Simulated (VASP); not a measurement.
Runs of VASP 6.6.1 on TaSiO4. The structure is that of space group F-43m (No. 216), or close to it. The cells are those of the table. 

| task | cell | k mesh | cutoff (eV) | gap on the mesh (eV) | pressure (GPa) | largest force (eV/Å) |
| --- | --- | --- | --- | --- | --- | --- |
| single point | a = 4.397 Å, angles 60.0°, 6 atoms | 6 × 6 × 6 | 520 | none | -0.1 | - |
| single point | a = 4.478 Å, angles 60.0°, 6 atoms | 6 × 6 × 6 | 520 | none | (a) | 0.53 |
| relaxation of cell and atoms | relaxed from a = 4.478 Å, angles 60.0°, 6 atoms | 6 × 6 × 6 | 600 | none | 0.2 | 0.03 |
| single point | a = 4.397 Å, angles 60.0°, 6 atoms | 10 × 10 × 10 | 520 | none | -0.1 | 0.02 |

Alike in all rows: level PBE; potentials or basis VASP PAW PBE potentials, release 64 (Ta_pv, Si, O); no spin polarisation; smearing gaussian 0.1 eV.

Estimate the missing entries.

(a) -9.0.

Caveats: spin-orbit coupling is left out, which moves the levels of the heavy elements; an odd number of electrons without spin polarisation forces a metal; a magnetic or distorted state may lie lower.

A k mesh can miss the band edges, and the runs leave out spin-orbit coupling on Ta.

A gap of «none» marks levels without a gap at the run's occupations.
